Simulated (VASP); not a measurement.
# TaO3 (Pm-3m) in VASP: a series of runs

Runs on TaO3. Level: LDA. Tasks: single point.

All numbers are computed with VASP 6.6.1; they aren't measurements. Logs are shortened: lines on timing, memory, paths and dates and some standing lists are left out, and cuts for length are marked.

## 1. The cell of the first run

Symmetry: Pm-3m, No. 221, cubic system. The conventional cell has a = 3.960 Å, b = 3.960 Å, c = 3.960 Å, α = 90.00°, β = 90.00°, γ = 90.00°. Within 2.6 Å of Ta (site symmetry m-3m) lie 6 O at 1.98 Å. O (site symmetry 4/mmm) has 2 Ta at 1.98 Å within 2.6 Å.

## 2. Single point, LDA

The input, INCAR:

```
SYSTEM = TaO3
ALGO     = Normal         ! electronic algorithm
EDIFF    = 1E-6           ! SCF threshold, eV
ENCUT    = 600            ! plane-wave cutoff, eV
GGA      = CA             ! functional
GGA_COMPAT= .FALSE.      
ISIF     = 2              ! what is computed and relaxed
ISMEAR   = 1              ! smearing method
LASPH    = .TRUE.         ! aspherical terms in the spheres
LCHARG   = .TRUE.         ! write CHGCAR
LELF     = .TRUE.         ! ELF
LREAL    = .FALSE.        ! projectors in reciprocal space
LVHAR    = .TRUE.       
LWAVE    = .FALSE.        ! write WAVECAR
NBANDS   = 22             ! bands
NELM     = 120            ! most SCF steps
PREC     = Accurate       ! precision mode
SIGMA    = 0.1            ! smearing width, eV
```

The input, KPOINTS:

```
k-points
0
G
  2 2 2
  0 0 0
```

The input, POSCAR:

```
TaO3
1.0
    3.9603440000      0.0000000000      0.0000000000
    0.0000000000      3.9603440000      0.0000000000
    0.0000000000      0.0000000000      3.9603440000
Ta O
1 3
Direct
    0.5000000000      0.5000000000      0.5000000000
    0.0000000000      0.5000000000      0.5000000000
    0.5000000000      0.5000000000      0.0000000000
    0.5000000000      0.0000000000      0.5000000000
```

Potentials or basis: VASP PAW LDA potentials, release 64 (Ta_pv, O).

On the command line:

```sh
cat potpaw_LDA.64/Ta_pv/POTCAR potpaw_LDA.64/O/POTCAR > POTCAR
mpirun -np 1 vasp_std > vasp.out
```

OUTCAR:

```text
SYSTEM = TaO3
   EDIFF = 1E-6
   ENCUT = 600
   GGA = CA
   ISIF = 2
   ISMEAR = 1
   LASPH = .TRUE.
   LREAL = .FALSE.
   NELM = 120
   PREC = Accurate

 ion  position               nearest neighbor table
   1  0.500  0.500  0.500-   2 1.98   3 1.98   4 1.98   3 1.98   4 1.98   2 1.98
   2  0.000  0.500  0.500-   1 1.98   1 1.98
   3  0.500  0.500  0.000-   1 1.98   1 1.98
   4  0.500  0.000  0.500-   1 1.98   1 1.98

  LATTYP: Found a simple cubic cell.
 ALAT       =     3.9603440000

  Lattice vectors:

 A1 = (   3.9603440000,   0.0000000000,   0.0000000000)
 A2 = (   0.0000000000,   3.9603440000,   0.0000000000)
 A3 = (   0.0000000000,   0.0000000000,   3.9603440000)

Analysis of symmetry for initial positions (statically):
=====================================================================
 Subroutine PRICEL returns:
 Original cell was already a primitive cell.

 Routine SETGRP: Setting up the symmetry group for a
 simple cubic supercell.

 Subroutine GETGRP returns: Found 48 space group operations
 (whereof 48 operations were pure point group operations)
 out of a pool of 48 trial point group operations.

The static configuration has the point symmetry O_h .

Analysis of symmetry for dynamics (positions and initial velocities):
=====================================================================
 Subroutine PRICEL returns:
 Original cell was already a primitive cell.

 Routine SETGRP: Setting up the symmetry group for a
 simple cubic supercell.

 Subroutine GETGRP returns: Found 48 space group operations
 (whereof 48 operations were pure point group operations)
 out of a pool of 48 trial point group operations.

The dynamic configuration has the point symmetry O_h .

 Subroutine INISYM returns: Found 48 space group operations
 (whereof 48 operations are pure point group operations),
 and found     1 'primitive' translations

----------------------------------------------------------------------------------------

                                     Primitive cell

  volume of cell :      62.1153

  direct lattice vectors                    reciprocal lattice vectors
     3.960344000  0.000000000  0.000000000     0.252503318  0.000000000  0.000000000
     0.000000000  3.960344000  0.000000000     0.000000000  0.252503318  0.000000000
     0.000000000  0.000000000  3.960344000     0.000000000  0.000000000  0.252503318

  length of vectors
     3.960344000  3.960344000  3.960344000     0.252503318  0.252503318  0.252503318

  position of ions in fractional coordinates (direct lattice)
     0.500000000  0.500000000  0.500000000
     0.000000000  0.500000000  0.500000000
     0.500000000  0.500000000  0.000000000
     0.500000000  0.000000000  0.500000000

  ion indices of the primitive-cell ions
   primitive index   ion index
                 1           1
                 2           2
                 3           3
                 4           4

----------------------------------------------------------------------------------------

 KPOINTS: k-points

Automatic generation of k-mesh.
 Grid dimensions read from file:
 generate k-points for:    2    2    2

 Generating k-lattice:

  Cartesian coordinates                     Fractional coordinates (reciprocal lattice)
     0.126251659  0.000000000  0.000000000     0.500000000  0.000000000  0.000000000
     0.000000000  0.126251659  0.000000000     0.000000000  0.500000000  0.000000000
     0.000000000  0.000000000  0.126251659     0.000000000  0.000000000  0.500000000

  Length of vectors
     0.126251659  0.126251659  0.126251659

  Shift w.r.t. Gamma in fractional coordinates (k-lattice)
     0.000000000  0.000000000  0.000000000

 Subroutine IBZKPT returns following result:
 ===========================================

 Found      4 irreducible k-points:

 Following reciprocal coordinates:
            Coordinates               Weight
  0.000000  0.000000  0.000000      1.000000
  0.500000  0.000000  0.000000      3.000000
  0.500000  0.500000  0.000000      3.000000
  0.500000  0.500000  0.500000      1.000000
   k-points           NKPTS =      4   k-points in BZ     NKDIM =      4   number of bands    NBANDS=     22
   number of dos      NEDOS =    301   number of ions     NIONS =      4
   total plane-waves  NPLWV =  32768
   dimension x,y,z NGX =    32 NGY =   32 NGZ =   32
   dimension x,y,z NGXF=    64 NGYF=   64 NGZF=   64
   ions per type =               1   3
   NGX,Y,Z   is equivalent  to a cutoff of  13.43, 13.43, 13.43 a.u.
   NGXF,Y,Z  is equivalent  to a cutoff of  26.87, 26.87, 26.87 a.u.
 SYSTEM =  TaO3
   PREC   = accura    normal or accurate (medium, high low for compatibility)
   ISTART =      0    job   : 0-new  1-cont  2-samecut
   ICHARG =      2    charge: 1-file 2-atom 10-const
   ISPIN  =      1    spin polarized calculation?
   LNONCOLLINEAR =      F non collinear calculations
   LSORBIT =      F    spin-orbit coupling
   LASPH  =      T    aspherical Exc in radial PAW
   ENCUT  =  600.0 eV  44.10 Ry    6.64 a.u.   7.91  7.91  7.91*2*pi/ulx,y,z
   NELM   =    120;   NELMIN=  2; NELMDL= -5     # of ELM steps
   EDIFF  = 0.1E-05   stopping-criterion for ELM
   LREAL  =      F    real-space projection
   EDIFFG = 0.1E-04   stopping-criterion for IOM
   NSW    =      0    number of steps for IOM
   IBRION =     -1    ionic relax: 0-MD 1-quasi-New 2-CG
   NFREE  =      0    steps in history (QN), initial steepest desc. (CG)
   ISIF   =      2    stress and relaxation
   ISYM   =      2    0-nonsym 1-usesym 2-fastsym
   POTIM  = 0.5000    time-step for ionic-motion
   TEBEG  =    0.0;   TEEND  =   0.0 temperature during run
   PSTRESS=    0.0 pullay stress
   NELECT =      29.0000    total number of electrons
   NUPDOWN=      -1.0000    fix difference up-down
   EMIN   =  10.00;   EMAX   =-10.00  energy-range for DOS
   EFERMI =   0.00;   METHOD = LEGACY
   ISMEAR =     1;   SIGMA  =   0.10  broadening in eV -4-tet -1-fermi 0-gaus
   EFERMI_NEDOS =   21; number of points for ismear=-14 and -15
   IALGO  =     38    algorithm
   IMIX   =      4    mixing-type and parameters
     AMIX     =   0.40;   BMIX     =  1.00
     AMIX_MAG =   1.60;   BMIX_MAG =  1.00
  volume/ion in A,a.u.               =      15.53       104.79
  Fermi-wavevector in a.u.,A,eV,Ry     =   1.270012  2.399975 21.945261  1.612931
  Thomas-Fermi vector in A             =   2.403023
   LORBIT       =      0    0 simple, 1 ext, 2 COOP (PROOUT), +10 PAW based schemes
   GGA     = CA    functional components
   LHFCALC =     F    Hartree Fock is set to
   AEXX    =    0.0000 exact exchange contribution
   IVDW    =     0    specifies the selected vdW correction
   LEPSILON=     F    determine dielectric tensor
   LRPA    =     F    only Hartree local field effects (RPA)
 non-spin polarized calculation
 Methfessel and Paxton  Order N= 1 SIGMA  =   0.10
  energy-cutoff  :      600.00
  volume of cell :       62.12
 maximum number of plane-waves:      2103
 NGX is ok and might be reduce to    32
   NGX = 15   NGY = 15   NGZ = 15

 number of electron      28.9999984 magnetization

 Free energy of the ion-electron system (eV)
  ---------------------------------------------------
  ext. energy  EPLUGINS =         0.00000000
  ---------------------------------------------------
  free energy    TOTEN  =       -37.96476875 eV

  energy without entropy =      -37.94624409  energy(sigma->0) =      -37.95859386

 E-fermi :  -0.8315     XC(G=0):  -9.6879

 val. band max:       -1.5916051101   @ k =   0.0000   0.0000   0.0000
 cond. band min:      -0.8162101505   @ k =   0.5000   0.5000   0.0000
 fundamental gap:      0.7753949597
 Fermi energy:        -0.8315106567

 k-point     1 :       0.0000    0.0000    0.0000
  band No.  band energies     occupation
      1     -35.0881      2.00000
      2     -35.0881      2.00000
      3     -35.0881      2.00000
      4     -18.2008      2.00000
      5     -17.4803      2.00000
      6     -17.4803      2.00000
[... 14 lines left out ...]
     21       5.8855      0.00000
     22      11.6088      0.00000

 k-point     2 :       0.5000    0.0000    0.0000
  band No.  band energies     occupation
      1     -35.1801      2.00000
      2     -35.0845      2.00000
      3     -35.0845      2.00000
      4     -17.9428      2.00000
      5     -17.4632      2.00000
      6     -16.4741      2.00000
[... 14 lines left out ...]
     21       8.1112      0.00000
     22      10.1983      0.00000

 k-point     3 :       0.5000    0.5000    0.0000
  band No.  band energies     occupation
      1     -35.1761      2.00000
      2     -35.1761      2.00000
      3     -35.0810      2.00000
      4     -17.6864      2.00000
      5     -16.4474      2.00000
      6     -16.4474      2.00000
[... 14 lines left out ...]
     21      10.6745      0.00000
     22      10.6745      0.00000

 k-point     4 :       0.5000    0.5000    0.5000
  band No.  band energies     occupation
      1     -35.1722      2.00000
      2     -35.1722      2.00000
      3     -35.1722      2.00000
      4     -16.4222      2.00000
      5     -16.4222      2.00000
      6     -16.4222      2.00000
[... 14 lines left out ...]
     21      11.8595      0.00000
     22      12.3889      0.00000

------------------------ aborting loop because EDIFF is reached ----------------------------------------

  FORCE on cell =-STRESS in cart. coord.  units (eV):
  Direction    XX          YY          ZZ          XY          YZ          ZX
  --------------------------------------------------------------------------------------
  -------------------------------------------------------------------------------------
  Total       -2.9825779     -2.9825779     -2.9825779      0.0000000      0.0000000      0.0000000
  in kB      -76.9314019    -76.9314019    -76.9314019      0.0000000      0.0000000      0.0000000
  external PRESSURE =     -76.9314019 kB  Pullay stress =       0.0000000 kB

 VOLUME and BASIS-vectors are now :
 -----------------------------------------------------------------------------
  energy-cutoff  :      600.00
  volume of cell :       62.12
      direct lattice vectors                 reciprocal lattice vectors
     3.960344000  0.000000000  0.000000000     0.252503318  0.000000000  0.000000000
     0.000000000  3.960344000  0.000000000     0.000000000  0.252503318  0.000000000
     0.000000000  0.000000000  3.960344000     0.000000000  0.000000000  0.252503318

 POSITION                                       TOTAL-FORCE (eV/Angst)
 -----------------------------------------------------------------------------------
      1.98017      1.98017      1.98017         0.000000      0.000000      0.000000
      0.00000      1.98017      1.98017         0.000000      0.000000      0.000000
      1.98017      1.98017      0.00000         0.000000      0.000000      0.000000
      1.98017      0.00000      1.98017         0.000000      0.000000      0.000000
 -----------------------------------------------------------------------------------
    total drift:                                0.000000     -0.000000     -0.000000

  FREE ENERGIE OF THE ION-ELECTRON SYSTEM (eV)
  ---------------------------------------------------
  free  energy   TOTEN  =       -37.9647687528 eV

  energy  without entropy=      -37.9462440873  energy(sigma->0) =      -37.95859386
```

Run time: 6 s. Hardware: 1 thread of Intel Xeon 6975P-C, shared host; peak memory 0.15 GiB.

Results:

```yaml
Free_energy: -37.9648 eV
Pressure: -7.7 GPa
```

Caveat: the k points lie up to 0.79 Å⁻¹ apart; spin-orbit coupling is left out, which moves the levels of the heavy elements; an odd number of electrons without spin polarisation forces a metal; a magnetic or distorted state may lie lower.

## 3. Single point, LDA

The input, INCAR:

```
SYSTEM = TaO3
  PREC = Accurate
  ENCUT = 600
  EDIFF = 1E-6
  ISMEAR = 1
  SIGMA = 0.1
  LREAL = .False.
  LASPH = .True.
  NELM = 120
  ALGO = Normal
  ISIF = 2
  LWAVE = .False.
  LCHARG = .False.
  NBANDS = 22
  GGA_COMPAT = .False.
```

The input, KPOINTS:

```
Automatic mesh
0
Gamma
  3 3 3
  0 0 0
```

POSCAR is that of step 2.

Potentials or basis: VASP PAW LDA potentials, release 64 (Ta_pv, O).

On the command line:

```sh
cat potpaw_LDA.64/Ta_pv/POTCAR potpaw_LDA.64/O/POTCAR > POTCAR
mpirun -np 1 vasp_std > vasp.out
```

It took 5.7 s on 1 thread of Intel Xeon 6975P-C, shared host; peak memory 0.15 GiB.

It converged, with:

- Free energy: -38.4982 eV
- Pressure: -8.0 GPa

Levels at points of the mesh, in eV from the Fermi level:
| k point | band 13 | band 14 | band 15 | band 16 | band 17 | band 18 |
| --- | --- | --- | --- | --- | --- | --- |
| (0.00, 0.00, 0.00) | -0.45 | -0.45 | -0.45 | 2.76 | 2.76 | 2.76 |

Caveat: the k points lie up to 0.53 Å⁻¹ apart; spin-orbit coupling is left out, which moves the levels of the heavy elements; an odd number of electrons without spin polarisation forces a metal; a magnetic or distorted state may lie lower.

## 4. Single point, LDA

The input, INCAR:

```
SYSTEM = TaO3
  PREC = Accurate
  ENCUT = 600
  EDIFF = 1E-6
  ISMEAR = 1
  SIGMA = 0.1
  LREAL = .FALSE.
  LASPH = .TRUE.
  NELM = 120
  ALGO = Normal
  ISIF = 2
  LWAVE = .FALSE.
  LCHARG = .FALSE.
  GGA = CA
  NBANDS = 22
  GGA_COMPAT = .FALSE.
```

The input, KPOINTS:

```
regular mesh
0
G
  4 4 4
  0 0 0
```

POSCAR is that of step 3.

Potentials or basis: VASP PAW LDA potentials, release 64 (Ta_pv, O).

On the command line:

```sh
cat potpaw_LDA.64/Ta_pv/POTCAR potpaw_LDA.64/O/POTCAR > POTCAR
mpirun -np 1 vasp_std > vasp.out
```

OUTCAR:

```text
SYSTEM = TaO3
   PREC = Accurate
   ENCUT = 600
   EDIFF = 1E-6
   ISMEAR = 1
   LREAL = .FALSE.
   LASPH = .TRUE.
   NELM = 120
   ISIF = 2
   GGA = CA

 ion  position               nearest neighbor table
   1  0.500  0.500  0.500-   2 1.98   3 1.98   4 1.98   3 1.98   4 1.98   2 1.98
   2  0.000  0.500  0.500-   1 1.98   1 1.98
   3  0.500  0.500  0.000-   1 1.98   1 1.98
   4  0.500  0.000  0.500-   1 1.98   1 1.98

  LATTYP: Found a simple cubic cell.
 ALAT       =     3.9603440000

[... 430 lines left out ...]
  Direction    XX          YY          ZZ          XY          YZ          ZX
  --------------------------------------------------------------------------------------
  -------------------------------------------------------------------------------------
  Total       -3.2267119     -3.2267119     -3.2267119     -0.0000000     -0.0000000      0.0000000
  in kB      -83.2284960    -83.2284960    -83.2284960     -0.0000000     -0.0000000      0.0000000
  external PRESSURE =     -83.2284960 kB  Pullay stress =       0.0000000 kB

 VOLUME and BASIS-vectors are now :
 -----------------------------------------------------------------------------
  energy-cutoff  :      600.00
  volume of cell :       62.12
      direct lattice vectors                 reciprocal lattice vectors
     3.960344000  0.000000000  0.000000000     0.252503318  0.000000000  0.000000000
     0.000000000  3.960344000  0.000000000     0.000000000  0.252503318  0.000000000
     0.000000000  0.000000000  3.960344000     0.000000000  0.000000000  0.252503318

 POSITION                                       TOTAL-FORCE (eV/Angst)
 -----------------------------------------------------------------------------------
      1.98017      1.98017      1.98017         0.000000      0.000000      0.000000
      0.00000      1.98017      1.98017         0.000000      0.000000      0.000000
      1.98017      1.98017      0.00000         0.000000      0.000000      0.000000
      1.98017      0.00000      1.98017         0.000000      0.000000      0.000000
 -----------------------------------------------------------------------------------
    total drift:                                0.000000     -0.000000     -0.000000

  FREE ENERGIE OF THE ION-ELECTRON SYSTEM (eV)
  ---------------------------------------------------
  free  energy   TOTEN  =       -38.6357726208 eV

  energy  without entropy=      -38.6310394692  energy(sigma->0) =      -38.63419490
```

OSZICAR:

```text
N       E                     dE             d eps       ncg     rms          rms(c)
DAV:   1     0.231661028132E+03    0.23166E+03   -0.16845E+04   448   0.138E+03
DAV:   2    -0.311181040384E+02   -0.26278E+03   -0.25312E+03   564   0.359E+02
DAV:   3    -0.445415082087E+02   -0.13423E+02   -0.13208E+02   554   0.792E+01
DAV:   4    -0.446866853108E+02   -0.14518E+00   -0.14513E+00   484   0.937E+00
DAV:   5    -0.446884293322E+02   -0.17440E-02   -0.17439E-02   552   0.991E-01    0.332E+01
DAV:   6    -0.389198301278E+02    0.57686E+01   -0.22851E+01   482   0.365E+01    0.123E+01
DAV:   7    -0.387150115878E+02    0.20482E+00   -0.94410E-01   500   0.749E+00    0.850E+00
DAV:   8    -0.386470068009E+02    0.68005E-01   -0.23906E-01   506   0.447E+00    0.209E+00
DAV:   9    -0.386371303675E+02    0.98764E-02   -0.15897E-02   494   0.120E+00    0.345E-01
DAV:  10    -0.386357660660E+02    0.13643E-02   -0.69770E-03   524   0.647E-01    0.578E-02
DAV:  11    -0.386357555858E+02    0.10480E-04   -0.36422E-04   514   0.141E-01    0.192E-02
DAV:  12    -0.386357736042E+02   -0.18018E-04   -0.36941E-05   476   0.538E-02    0.151E-02
DAV:  13    -0.386357726208E+02    0.98348E-06   -0.89660E-06   518   0.255E-02
   1 F= -.38635773E+02 E0= -.38634195E+02  d E =-.473315E-02
```

It took 11 s on 1 thread of Intel Xeon 6975P-C, shared host; peak memory 0.16 GiB.

Results:

```
Free energy : -38.6358 eV
Pressure    : -8.3 GPa
```

Levels at points of the mesh, in eV from the Fermi level:
```csv
k point,band 13,band 14,band 15,band 16,band 17,band 18
"(0.00, 0.00, 0.00)",-0.32,-0.32,-0.32,2.94,2.94,2.94
"(0.50, 0.00, 0.00)",-0.76,-0.37,-0.37,3.00,5.59,5.59
"(0.50, 0.50, 0.00)",-1.15,-1.15,0.45,5.63,5.63,7.05
"(0.50, 0.50, 0.50)",0.46,0.46,0.46,7.08,7.08,7.08
```

Caveat: the k points lie up to 0.40 Å⁻¹ apart; spin-orbit coupling is left out, which moves the levels of the heavy elements; an odd number of electrons without spin polarisation forces a metal; a magnetic or distorted state may lie lower.

(Part 1 of 2 ends here.)
